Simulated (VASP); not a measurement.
# Si2Ni (Fm-3m) in VASP: a series of runs

Runs on Si2Ni. Level: PBE. Tasks: single point.

Program: VASP 6.6.1. These are calculated values, not measurements. Logs are shortened: lines on timing, memory, paths and dates and some standing lists are left out, and cuts for length are marked.

**1. The cell of the first run**

The structure is cubic, space group Fm-3m (No. 225). The conventional cell has a = 5.446 Å, b = 5.446 Å, c = 5.446 Å, α = 90.00°, β = 90.00°, γ = 90.00°. Si (site symmetry -43m) has 4 Ni at 2.36 Å and 6 Si at 2.72 Å within 3.1 Å. Within 3.1 Å of Ni (site symmetry m-3m) lie 8 Si at 2.36 Å.

**2. Single point, PBE, collinear spin, ferromagnetic start**

Input file INCAR:

```
SYSTEM = Si2Ni
PREC = Accurate ; ENCUT = 520
EDIFF = 1E-6 ; ISMEAR = 0
SIGMA = 0.15 ; LREAL = .False.
LASPH = .True. ; NELM = 150
ALGO = Normal ; ISIF = 2
LWAVE = .False. ; LCHARG = .False.
ISPIN = 2 ; MAGMOM = 0 0 0.125
LORBIT = 11 ; NUPDOWN = 0.125
LMAXMIX = 4 ; GGA = PE
NBANDS = 20
```

Input file KPOINTS:

```
Automatic mesh
0
Gamma
  14 14 14
  0 0 0
```

Input file POSCAR:

```
Si2Ni
1.0
    0.0000000000      2.7231673631      2.7231673631
    2.7231673631      0.0000000000      2.7231673631
    2.7231673631      2.7231673631      0.0000000000
Si Ni
2 1
Direct
    0.2500000000      0.2500000000      0.2500000000
    0.7500000000      0.7500000000      0.7500000000
    0.0000000000      0.0000000000      0.0000000000
```

Potentials or basis: VASP PAW PBE potentials, release 64 (Si, Ni).

Launch:

```console
$ cat potpaw_PBE.64/Si/POTCAR potpaw_PBE.64/Ni/POTCAR > POTCAR
$ mpirun -np 1 vasp_std > vasp.out
```

OUTCAR:

```text
SYSTEM = Si2Ni
   PREC = Accurate
   ENCUT = 520
   EDIFF = 1E-6
   ISMEAR = 0
   LREAL = .False.
   LASPH = .True.
   NELM = 150
   ISIF = 2
   ISPIN = 2
   LORBIT = 11
   NUPDOWN = 0.125
   GGA = PE

 ion  position               nearest neighbor table
   1  0.250  0.250  0.250-   3 2.36   3 2.36   3 2.36   3 2.36   2 2.72   2 2.72   2 2.72   2 2.72
                             2 2.72   2 2.72
   2  0.750  0.750  0.750-   3 2.36   3 2.36   3 2.36   3 2.36   1 2.72   1 2.72   1 2.72   1 2.72
                             1 2.72   1 2.72
   3  0.000  0.000  0.000-   2 2.36   2 2.36   2 2.36   1 2.36   2 2.36   1 2.36   1 2.36   1 2.36

  LATTYP: Found a face centered cubic cell.
 ALAT       =     5.4463347262

  Lattice vectors:

 A1 = (   0.0000000000,   2.7231673631,   2.7231673631)
 A2 = (   2.7231673631,   0.0000000000,   2.7231673631)
 A3 = (   2.7231673631,   2.7231673631,   0.0000000000)

Analysis of symmetry for initial positions (statically):
=====================================================================
 Subroutine PRICEL returns:
 Original cell was already a primitive cell.

 Routine SETGRP: Setting up the symmetry group for a
 face centered cubic supercell.

 Subroutine GETGRP returns: Found 48 space group operations
 (whereof 48 operations were pure point group operations)
 out of a pool of 48 trial point group operations.

The static configuration has the point symmetry O_h .

Analysis of symmetry for dynamics (positions and initial velocities):
=====================================================================
 Subroutine PRICEL returns:
 Original cell was already a primitive cell.

 Routine SETGRP: Setting up the symmetry group for a
 face centered cubic supercell.

 Subroutine GETGRP returns: Found 48 space group operations
 (whereof 48 operations were pure point group operations)
 out of a pool of 48 trial point group operations.

The dynamic configuration has the point symmetry O_h .

Analysis of structural, dynamic, and magnetic symmetry:
=====================================================================
 Subroutine PRICEL returns:
 Original cell was already a primitive cell.

 Routine SETGRP: Setting up the symmetry group for a
 face centered cubic supercell.

 Subroutine GETGRP returns: Found 48 space group operations
 (whereof 48 operations were pure point group operations)
 out of a pool of 48 trial point group operations.

The overall configuration has the point symmetry O_h .

 Subroutine INISYM returns: Found 48 space group operations
[... 124 lines left out ...]
   GGA     = PE    functional components
   LHFCALC =     F    Hartree Fock is set to
   AEXX    =    0.0000 exact exchange contribution
   IVDW    =     0    specifies the selected vdW correction
   LEPSILON=     F    determine dielectric tensor
   LRPA    =     F    only Hartree local field effects (RPA)
 spin polarized calculation
 Gauss-broadening in eV      SIGMA  =   0.15
  energy-cutoff  :      520.00
  volume of cell :       40.39
 maximum number of plane-waves:      1106
 NGX is ok and might be reduce to    30
   NGX = 15   NGY = 15   NGZ = 15

 number of electron      17.9999991 magnetization       0.1250000

 Free energy of the ion-electron system (eV)
  ---------------------------------------------------
  ext. energy  EPLUGINS =         0.00000000
  ---------------------------------------------------
  free energy    TOTEN  =       -17.36691412 eV

  energy without entropy =      -17.35650919  energy(sigma->0) =      -17.36171165

 E-fermi :   9.9681     XC(G=0): -11.4847

 val. band max:       10.2159849172   @ k =  -0.2143   0.1429   0.0000
 cond. band min:       9.9737086339   @ k =   0.4286   0.3571   0.0714
 fundamental gap:     -0.2422762833
 Fermi energy:        10.2167164857

 spin component 1

 k-point     1 :       0.0000    0.0000    0.0000
  band No.  band energies     occupation
      1      -3.5284      1.00000
      2       5.0373      1.00000
      3       5.0373      1.00000
      4       5.0373      1.00000
      5       6.7131      1.00000
      6       6.7131      1.00000
[... 541 lines left out ...]
     19      23.2177      0.00000
     20      25.3520      0.00000

 [... further k-points ...]

 spin component 2

 k-point     1 :       0.0000    0.0000    0.0000
  band No.  band energies     occupation
      1      -3.5017      1.00000
      2       5.0966      1.00000
      3       5.0966      1.00000
      4       5.0966      1.00000
      5       6.7561      1.00000
      6       6.7561      1.00000
[... 541 lines left out ...]
     19      23.2427      0.00000
     20      25.3842      0.00000

 [... further k-points ...]

------------------------ aborting loop because EDIFF is reached ----------------------------------------

  FORCE on cell =-STRESS in cart. coord.  units (eV):
  Direction    XX          YY          ZZ          XY          YZ          ZX
  --------------------------------------------------------------------------------------
  -------------------------------------------------------------------------------------
  Total       -0.0311982     -0.0311982     -0.0311982      0.0000000     -0.0000000     -0.0000000
  in kB       -1.2376201     -1.2376201     -1.2376201      0.0000000     -0.0000000     -0.0000000
  external PRESSURE =      -1.2376201 kB  Pullay stress =       0.0000000 kB

 VOLUME and BASIS-vectors are now :
 -----------------------------------------------------------------------------
  energy-cutoff  :      520.00
  volume of cell :       40.39
      direct lattice vectors                 reciprocal lattice vectors
     0.000000000  2.723167363  2.723167363    -0.183609721  0.183609721  0.183609721
     2.723167363  0.000000000  2.723167363     0.183609721 -0.183609721  0.183609721
     2.723167363  2.723167363  0.000000000     0.183609721  0.183609721 -0.183609721

 POSITION                                       TOTAL-FORCE (eV/Angst)
 -----------------------------------------------------------------------------------
      1.36158      1.36158      1.36158         0.000000     -0.000000      0.000000
      4.08475      4.08475      4.08475         0.000000      0.000000     -0.000000
      0.00000      0.00000      0.00000        -0.000000     -0.000000     -0.000000
 -----------------------------------------------------------------------------------
    total drift:                                0.000000     -0.000000     -0.000000

  FREE ENERGIE OF THE ION-ELECTRON SYSTEM (eV)
  ---------------------------------------------------
  free  energy   TOTEN  =       -17.3669141174 eV

  energy  without entropy=      -17.3565091904  energy(sigma->0) =      -17.36171165

 total charge

# of ion       s       p       d       tot
------------------------------------------
    1        0.745   0.830   0.000   1.574
    2        0.745   0.830   0.000   1.574
    3        0.548   0.767   8.436   9.751
--------------------------------------------------
tot          2.037   2.427   8.436  12.900

 magnetization (x)

# of ion       s       p       d       tot
------------------------------------------
    1        0.011   0.005   0.000   0.016
    2        0.011   0.005   0.000   0.016
    3       -0.000   0.003   0.066   0.069
--------------------------------------------------
tot          0.022   0.013   0.066   0.101
```

OSZICAR:

```text
N       E                     dE             d eps       ncg     rms          rms(c)
DAV:   1     0.731663846047E+02    0.73166E+02   -0.71124E+03  8440   0.884E+02
DAV:   2    -0.143194077397E+02   -0.87486E+02   -0.77934E+02  8780   0.197E+02
DAV:   3    -0.192881802545E+02   -0.49688E+01   -0.48464E+01 10096   0.490E+01
DAV:   4    -0.193657942095E+02   -0.77614E-01   -0.77458E-01  9624   0.552E+00
DAV:   5    -0.193674618310E+02   -0.16676E-02   -0.16674E-02 10180   0.893E-01    0.162E+01
DAV:   6    -0.243528730953E+02   -0.49854E+01   -0.31373E+01  9508   0.119E+02    0.251E+01
DAV:   7    -0.175291276207E+02    0.68237E+01   -0.94029E+00 10620   0.728E+01    0.367E+00
DAV:   8    -0.174067450916E+02    0.12238E+00   -0.11456E+00 11196   0.161E+01    0.257E+00
DAV:   9    -0.173686483454E+02    0.38097E-01   -0.21545E-01 10444   0.696E+00    0.671E-01
DAV:  10    -0.173668014795E+02    0.18469E-02   -0.77993E-03 12072   0.134E+00    0.318E-01
DAV:  11    -0.173668608173E+02   -0.59338E-04   -0.86171E-04 10536   0.301E-01    0.138E-01
DAV:  12    -0.173669090487E+02   -0.48231E-04   -0.68105E-05  9932   0.706E-02    0.337E-02
DAV:  13    -0.173669130328E+02   -0.39842E-05   -0.73852E-06  9556   0.365E-02    0.173E-02
DAV:  14    -0.173669140589E+02   -0.10261E-05   -0.90442E-06  9408   0.457E-02    0.501E-03
DAV:  15    -0.173669141174E+02   -0.58458E-07   -0.10252E-06  7620   0.694E-03
   1 F= -.17366914E+02 E0= -.17361712E+02  d E =-.104049E-01  mag=     0.1250
```

stdout:

```text
POSCAR found type information on POSCAR SiNi
 POSCAR found :  2 types and       3 ions
 scaLAPACK will be used
 LDA part: xc-table for (Slater+PW92), standard interpolation
 POSCAR, INCAR and KPOINTS ok, starting setup
 FFT: planning ... GRIDC
 FFT: planning ... GRID_SOFT
 FFT: planning ... GRID
 WAVECAR not read
 entering main loop
```

It took 1.8 min on 1 thread of Intel Xeon Platinum 8488C (Sapphire Rapids), shared host; peak memory 0.27 GiB.

Results:

```
Free energy                                           : -17.3669 eV
Pressure                                              : -0.1 GPa
Net moment                                            : 0.12 μB per cell
Site moments                                          : Si +0.02; Ni +0.07 μB
Valence electrons inside the program's atomic spheres : Si 1.57; Ni 9.75
```

Caveat: the total moment is fixed, so each spin has its own Fermi level.

**3. Single point, PBE, collinear spin, ferromagnetic start**

Input file INCAR:

```
PREC = Accurate ; ENCUT = 520
EDIFF = 1E-7 ; ISMEAR = 0
SIGMA = 0.15 ; LREAL = False
LASPH = True ; NELM = 150
ALGO = Normal ; ISIF = 2
LWAVE = False ; LCHARG = False
ISPIN = 2 ; MAGMOM = 0 0 0.875
LORBIT = 11 ; NUPDOWN = 0.875
LMAXMIX = 4 ; GGA = PE
NBANDS = 20
```

Input file KPOINTS:

```
Automatic mesh
0
Gamma
  14 14 14
```

POSCAR is that of step 2.

Potentials or basis: VASP PAW PBE potentials, release 64 (Si, Ni).

Launch:

```console
$ cat potpaw_PBE.64/Si/POTCAR potpaw_PBE.64/Ni/POTCAR > POTCAR
$ mpirun -np 1 vasp_std > vasp.out
```

OUTCAR:

```text
PREC = Accurate
   ENCUT = 520
   EDIFF = 1E-7
   ISMEAR = 0
   LREAL = False
   LASPH = True
   NELM = 150
   ISIF = 2
   ISPIN = 2
   LORBIT = 11
   NUPDOWN = 0.875
   GGA = PE

 ion  position               nearest neighbor table
   1  0.250  0.250  0.250-   3 2.36   3 2.36   3 2.36   3 2.36   2 2.72   2 2.72   2 2.72   2 2.72
                             2 2.72   2 2.72
   2  0.750  0.750  0.750-   3 2.36   3 2.36   3 2.36   3 2.36   1 2.72   1 2.72   1 2.72   1 2.72
                             1 2.72   1 2.72
   3  0.000  0.000  0.000-   2 2.36   2 2.36   2 2.36   1 2.36   2 2.36   1 2.36   1 2.36   1 2.36

  LATTYP: Found a face centered cubic cell.
 ALAT       =     5.4463347262

  Lattice vectors:

 A1 = (   0.0000000000,   2.7231673631,   2.7231673631)
 A2 = (   2.7231673631,   0.0000000000,   2.7231673631)
 A3 = (   2.7231673631,   2.7231673631,   0.0000000000)

Analysis of symmetry for initial positions (statically):
=====================================================================
 Subroutine PRICEL returns:
 Original cell was already a primitive cell.

 Routine SETGRP: Setting up the symmetry group for a
 face centered cubic supercell.

 Subroutine GETGRP returns: Found 48 space group operations
 (whereof 48 operations were pure point group operations)
 out of a pool of 48 trial point group operations.

The static configuration has the point symmetry O_h .

Analysis of symmetry for dynamics (positions and initial velocities):
=====================================================================
 Subroutine PRICEL returns:
 Original cell was already a primitive cell.

 Routine SETGRP: Setting up the symmetry group for a
 face centered cubic supercell.

 Subroutine GETGRP returns: Found 48 space group operations
 (whereof 48 operations were pure point group operations)
 out of a pool of 48 trial point group operations.

The dynamic configuration has the point symmetry O_h .

[... 157 lines left out ...]
  ext. energy  EPLUGINS =         0.00000000
  ---------------------------------------------------
  free energy    TOTEN  =       -16.99372240 eV

  energy without entropy =      -16.98104493  energy(sigma->0) =      -16.98738367

 E-fermi :   8.9856     XC(G=0): -11.4902

 val. band max:       10.7120624579   @ k =   0.5000   0.2143   0.0714
 cond. band min:       8.9965810498   @ k =   0.4286   0.0000   0.0000
 fundamental gap:     -1.7154814082
 Fermi energy:        10.7377075829

 spin component 1

 k-point     1 :       0.0000    0.0000    0.0000
  band No.  band energies     occupation
      1      -3.6361      1.00000
      2       4.8826      1.00000
      3       4.8826      1.00000
      4       4.8826      1.00000
      5       6.5805      1.00000
      6       6.5805      1.00000
[... 541 lines left out ...]
     19      23.0970      0.00000
     20      25.2354      0.00000

 [... further k-points ...]

 spin component 2

 k-point     1 :       0.0000    0.0000    0.0000
  band No.  band energies     occupation
      1      -3.4005      1.00000
      2       5.2281      1.00000
      3       5.2281      1.00000
      4       5.2281      1.00000
      5       6.8607      1.00000
      6       6.8607      1.00000
[... 541 lines left out ...]
     19      23.3304      0.00000
     20      25.5029      0.00000

 [... further k-points ...]

------------------------ aborting loop because EDIFF is reached ----------------------------------------

  FORCE on cell =-STRESS in cart. coord.  units (eV):
  Direction    XX          YY          ZZ          XY          YZ          ZX
  --------------------------------------------------------------------------------------
  -------------------------------------------------------------------------------------
  Total        0.6668863      0.6668863      0.6668863      0.0000000      0.0000000      0.0000000
  in kB       26.4550974     26.4550974     26.4550974      0.0000000      0.0000000      0.0000000
  external PRESSURE =      26.4550974 kB  Pullay stress =       0.0000000 kB

 VOLUME and BASIS-vectors are now :
 -----------------------------------------------------------------------------
  energy-cutoff  :      520.00
  volume of cell :       40.39
      direct lattice vectors                 reciprocal lattice vectors
     0.000000000  2.723167363  2.723167363    -0.183609721  0.183609721  0.183609721
     2.723167363  0.000000000  2.723167363     0.183609721 -0.183609721  0.183609721
     2.723167363  2.723167363  0.000000000     0.183609721  0.183609721 -0.183609721

 POSITION                                       TOTAL-FORCE (eV/Angst)
 -----------------------------------------------------------------------------------
      1.36158      1.36158      1.36158         0.000000      0.000000      0.000000
      4.08475      4.08475      4.08475        -0.000000     -0.000000     -0.000000
      0.00000      0.00000      0.00000        -0.000000      0.000000      0.000000
 -----------------------------------------------------------------------------------
    total drift:                                0.000000     -0.000000     -0.000000

  FREE ENERGIE OF THE ION-ELECTRON SYSTEM (eV)
  ---------------------------------------------------
  free  energy   TOTEN  =       -16.9937224013 eV

  energy  without entropy=      -16.9810449318  energy(sigma->0) =      -16.98738367

 total charge

# of ion       s       p       d       tot
------------------------------------------
    1        0.757   0.825   0.000   1.581
    2        0.757   0.825   0.000   1.581
    3        0.550   0.743   8.447   9.739
--------------------------------------------------
tot          2.063   2.392   8.447  12.902

 magnetization (x)

# of ion       s       p       d       tot
------------------------------------------
    1        0.058   0.054   0.000   0.112
    2        0.058   0.054   0.000   0.112
    3        0.004   0.054   0.345   0.403
--------------------------------------------------
tot          0.120   0.163   0.345   0.627
```

OSZICAR:

```text
N       E                     dE             d eps       ncg     rms          rms(c)
DAV:   1     0.734764310308E+02    0.73476E+02   -0.71160E+03  8432   0.885E+02
DAV:   2    -0.138771846452E+02   -0.87354E+02   -0.77959E+02  8768   0.198E+02
DAV:   3    -0.188315273743E+02   -0.49543E+01   -0.47933E+01 10092   0.488E+01
DAV:   4    -0.189089271869E+02   -0.77400E-01   -0.77234E-01  9624   0.550E+00
DAV:   5    -0.189105950147E+02   -0.16678E-02   -0.16676E-02 10140   0.891E-01    0.163E+01
DAV:   6    -0.237237857677E+02   -0.48132E+01   -0.32823E+01  9512   0.117E+02    0.253E+01
DAV:   7    -0.171479471525E+02    0.65758E+01   -0.95165E+00 10604   0.722E+01    0.373E+00
DAV:   8    -0.170297511275E+02    0.11820E+00   -0.11848E+00 11120   0.162E+01    0.252E+00
DAV:   9    -0.169938710821E+02    0.35880E-01   -0.19623E-01 10720   0.627E+00    0.601E-01
DAV:  10    -0.169937654873E+02    0.10559E-03   -0.51556E-03 11024   0.697E-01    0.328E-01
DAV:  11    -0.169936857088E+02    0.79779E-04   -0.78873E-04 10904   0.476E-01    0.159E-01
DAV:  12    -0.169937179926E+02   -0.32284E-04   -0.23154E-04  9804   0.208E-01    0.264E-02
DAV:  13    -0.169937219952E+02   -0.40026E-05   -0.15216E-05 10212   0.360E-02    0.144E-02
DAV:  14    -0.169937225210E+02   -0.52584E-06   -0.43397E-06  9500   0.302E-02    0.509E-03
DAV:  15    -0.169937224187E+02    0.10237E-06   -0.14763E-06  9716   0.113E-02    0.384E-03
DAV:  16    -0.169937224013E+02    0.17344E-07   -0.75380E-08  6964   0.335E-03
   1 F= -.16993722E+02 E0= -.16987384E+02  d E =-.126775E-01  mag=     0.8750
```

stdout:

```text
POSCAR found type information on POSCAR SiNi
 POSCAR found :  2 types and       3 ions
 scaLAPACK will be used
 LDA part: xc-table for (Slater+PW92), standard interpolation
 POSCAR, INCAR and KPOINTS ok, starting setup
 FFT: planning ... GRIDC
 FFT: planning ... GRID_SOFT
 FFT: planning ... GRID
 WAVECAR not read
 entering main loop
```

Run time: 2 min. Hardware: 1 thread of Intel Xeon Platinum 8488C (Sapphire Rapids), shared host; peak memory 0.27 GiB.

Results:

| Quantity | Value |
| --- | --- |
| Free energy | -16.9937 eV |
| Pressure | 2.6 GPa |
| Net moment | 0.87 μB per cell |
| Site moments | Si +0.11; Ni +0.40 μB |
| Valence electrons inside the program's atomic spheres | Si 1.58; Ni 9.74 |

Caveat: the total moment is fixed, so each spin has its own Fermi level.

[end of part 1 of 2]
